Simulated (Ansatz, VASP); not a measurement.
# Two plane-wave programs on Si3Br

The input INCAR:

```
SYSTEM = Si3Br
PREC     = Accurate       ! precision mode
ENCUT    = 520            ! plane-wave cutoff, eV
EDIFF    = 1E-7           ! SCF threshold, eV
ISMEAR   = 0              ! smearing method
SIGMA    = 0.1            ! smearing width, eV
LREAL    = .False.        ! projectors in reciprocal space
LASPH    = .True.         ! aspherical terms in the spheres
NELM     = 80             ! most SCF steps
ALGO     = Normal         ! electronic algorithm
ISIF     = 2              ! what is computed and relaxed
LWAVE    = .False.        ! write WAVECAR
LCHARG   = .True.         ! write CHGCAR
GGA      = PE             ! functional
LELF     = .True.         ! ELF
LVHAR    = .True.       
NBANDS   = 18             ! bands
```

KPOINTS

```
Automatic mesh
0
Gamma
  6 6 2
  0 0 0
```

File POSCAR:

```
Si3Br
1.0
    1.7396885000     -2.3773177300      0.0000000000
    1.7396885000      2.3773177300      0.0000000000
    0.0000000000      0.0000000000      9.6330474900
Si Br
3 1
Direct
    0.5000000000      0.5000000000      0.7427139900
    0.0000000000      0.0000000000      0.5000000000
    0.5000000000      0.5000000000      0.2572860100
    0.0000000000      0.0000000000      0.0000000000
```

Input for Ansatz:

```yaml
crystal:
  lattice:
    - [1.7396885, -2.37731773, 0.0]
    - [1.7396885, 2.37731773, 0.0]
    - [0.0, 0.0, 9.63304749]
  atoms:
    - { symbol: Si, position: [0.5, 0.5, 0.74271399] }
    - { symbol: Si, position: [0.0, 0.0, 0.5] }
    - { symbol: Si, position: [0.5, 0.5, 0.25728601] }
    - { symbol: Br, position: [0.0, 0.0, 0.0] }
basis:
  ecutwfc: 420
kpoints:
  mp_grid: { grid: [6, 6, 2] }
hamiltonian:
  xc: pbe
scf:
  occupations: { method: gaussian, width: 0.1 }
  lower_state_search: "off"
output:
  forces: true
  stress: true
  eigenvalues: true
```

Change from the starting cell: species swapped into the ZnFe3 type (Cmmm, No. 65).

Alike in both runs: task single point; functional PBE; k mesh 6 × 6 × 2; occupations gaussian, width 0.1 eV; no spin polarisation.

|  | VASP | Ansatz |
| --- | --- | --- |
| version | VASP 6.6.1 | Ansatz 0.2.0 |
| potentials or method | VASP PAW PBE potentials, release 64 (Si, Br), cutoff 520 eV | scalar-relativistic, plane waves, PAW |
| valence electrons in the cell | 19 | 19 |

|  | VASP | Ansatz | Ansatz less VASP |
| --- | --- | --- | --- |
| gap on the k mesh at the Fermi level (eV) | none | none | - |
| pressure (GPa) | -4.3 | -4.3 | -0.01 |
| traceless stress, the component that is largest in VASP (GPa) | 2.52 | 2.53 | +0.005 |
| rms of the force components (eV/Å) | 0.294 | 0.294 | -0.0004 |

Atom by atom the forces differ by 0.000 eV/Å (rms over components). A gap of «none» marks a metal or a gap that the smearing closes. With one functional, cell and mesh, what is left measures potentials, basis and numerics.

The k mesh is coarse, so the values compare programs but aren't converged.
